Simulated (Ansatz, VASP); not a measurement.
ZnS: VASP beside Ansatz

```
CELL_PARAMETERS angstrom
3.82270 0.00000 0.00000
-1.91135 3.31055 0.00000
0.00000 0.00000 12.52000
ATOMIC_POSITIONS crystal
Zn 0.00000 0.00000 0.00000
Zn 0.00000 0.00000 0.50000
Zn 0.33333 0.66667 0.25000
Zn 0.66667 0.33333 0.75000
S 0.00000 0.00000 0.18750
S 0.00000 0.00000 0.68750
S 0.33333 0.66667 0.43750
S 0.66667 0.33333 0.93750
```

Alike in both runs: task single point; functional PBEsol; k mesh 6 × 6 × 2; no spin polarisation.

|  | VASP | Ansatz |
| --- | --- | --- |
| version | VASP 6.6.1 | Ansatz 0.2.0 |
| potentials or method | VASP PAW PBE potentials, release 64 (Zn, S) | plane waves, PAW |
| plane-wave cutoff (eV) | 520 | 420 |
| occupations | gaussian, width 0.01 eV | fixed |
| valence electrons in the cell | 72 | 72 |

|  | VASP | Ansatz | Ansatz less VASP |
| --- | --- | --- | --- |
| gap on the k mesh at the Fermi level (eV) | 2.00 | 1.99 | -0.005 |

VASP's potentials were made for PBE, not for PBEsol.
